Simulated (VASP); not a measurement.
Runs of VASP 6.6.1 on K. The structure is that of space group P6/mmm (No. 191), or close to it. The cells are those of the table. 

```tsv
cell	k mesh	gap on the mesh (eV)	pressure (GPa)
a = 7.754, b = 7.754, c = 4.622 Å, angles 90.0, 90.0, 120.0°, 3 atoms	6 × 6 × 8	none	0.0
a = 7.542, b = 7.542, c = 4.495 Å, angles 90.0, 90.0, 120.0°, 3 atoms	6 × 6 × 8	none	0.3
a = 7.956, b = 7.956, c = 4.742 Å, angles 90.0, 90.0, 120.0°, 3 atoms	6 × 6 × 8	none	-0.2
a = 7.856, b = 7.856, c = 4.683 Å, angles 90.0, 90.0, 120.0°, 3 atoms	6 × 6 × 8	none	-0.1
a = 7.754, b = 7.754, c = 4.622 Å, angles 90.0, 90.0, 120.0°, 3 atoms	6 × 6 × 9	none	0.0
a = 7.431, b = 7.431, c = 4.429 Å, angles 90.0, 90.0, 120.0°, 3 atoms	6 × 6 × 8	none	0.5
a = 8.053, b = 8.053, c = 4.800 Å, angles 90.0, 90.0, 120.0°, 3 atoms	6 × 6 × 8	none	(a)
a = 7.650, b = 7.650, c = 4.560 Å, angles 90.0, 90.0, 120.0°, 3 atoms	6 × 6 × 8	none	(b)
```

Alike in all rows: task single point; level revPBE; potentials or basis VASP PAW PBE potentials, release 64 (K_sv); no spin polarisation; cutoff (eV) 520; smearing fermi-dirac 0.1 eV.

Problem. Estimate the missing entries.

Solution. (a) -0.3; (b) 0.1.

Caveats: the PAW data sets were made with another functional, which shifts forces and pressure a little.

A gap of «none» marks levels without a gap at the run's occupations.
